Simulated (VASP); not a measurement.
RbBr:

```xyz
2
Lattice="0.0000 3.8929 3.8929 3.8929 0.0000 3.8929 3.8929 3.8929 0.0000" Properties=species:S:1:pos:R:3 pbc="T T T"
Rb    0.0000    0.0000    0.0000
Br    1.9464    1.9464    1.9464
```

| Quantity | Value |
| --- | --- |
| Program | VASP 6.6.1 |
| Task | relaxation of cell and atoms |
| Functional | LDA |
| Potentials or basis | VASP PAW LDA potentials, release 64 (Rb_sv, Br) |
| Cutoff | 600 eV |
| k mesh | 6 × 6 × 6 |
| Occupations | fermi-dirac, width 0.02 eV |
| Spin | no spin polarisation |

At the start: pressure -1.0 GPa; volume 58.99 Å³/atom.

Task: Where does the relaxation end?

Result: Over 4 steps the energy falls by 25.6 meV/atom and the volume is 51.93 Å³/atom (-12.0 %); space group F-43m (No. 216, to 0.05 Å).

The path:
```
step  energy change (eV)  largest force (eV/Å)  pressure (GPa)  volume (Å³)
   1              0.0000                0.0000           -1.04       117.99
   2             -0.0343                0.0000           -0.66       111.60
   3             -0.0510                0.0000           -0.09       104.84
   4             -0.0512                0.0000            0.01       103.86
```

Final structure:
```xyz
2
Lattice="0.0000 3.7309 3.7309 3.7309 0.0000 3.7309 3.7309 3.7309 0.0000" Properties=species:S:1:pos:R:3 pbc="T T T"
Rb    7.4618    3.7309    3.7309
Br    1.8654    1.8654    1.8654
```
